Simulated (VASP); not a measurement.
Here is a VASP 6.6.1 calculation.

Contents of INCAR:

```
SYSTEM = Cs
ALGO = Fast
EDIFF = 1E-8
ENCUT = 520
GGA = PE
ISIF = 2
ISMEAR = -1
LASPH = .TRUE.
LCHARG = .FALSE.
LEFG = .TRUE.
LREAL = .FALSE.
LWAVE = .FALSE.
NBANDS = 26
NELM = 100
PREC = Accurate
SIGMA = 0.05
```

KPOINTS

```
k-points
0
G
  5 3 3
  0 0 0
```

POSCAR

```
Cs
1.0
    5.5192572500      0.0000000000      0.0000000000
    0.0000000000     10.0516815000      0.0000000000
    0.0000000000      0.0000000000      8.9880748700
Cs
4
Direct
    0.7393010300      0.3947436000      0.7500000000
    0.2606989700      0.6052564000      0.2500000000
    0.7393010300      0.1052564000      0.2500000000
    0.2606989700      0.8947436000      0.7500000000
```

Potentials or basis: VASP PAW PBE potentials, release 64 (Cs_sv).

Command:

```bash
$ cat potpaw_PBE.64/Cs_sv/POTCAR > POTCAR
$ mpirun -np 1 vasp_std > vasp.out
```

Question: What does it give for the largest force?

Answer: 0.021 eV/Å.

Question: Predict the pressure.

Answer: -0.1 GPa.

Question: What does it give for the band gap on the k mesh?

Answer: Zero (bands 18 and 19 overlap by 0.73 eV).

Stress tensor (GPa, compression positive):
```
-0.14  0.00  0.00
 0.00 -0.16  0.00
 0.00  0.00 -0.04
```

Caveat: without QUAD_EFG the Cq values of the log hold for a quadrupole moment of 1 mb, not for the nuclei; spin-orbit coupling is left out, which moves the levels of the heavy elements.
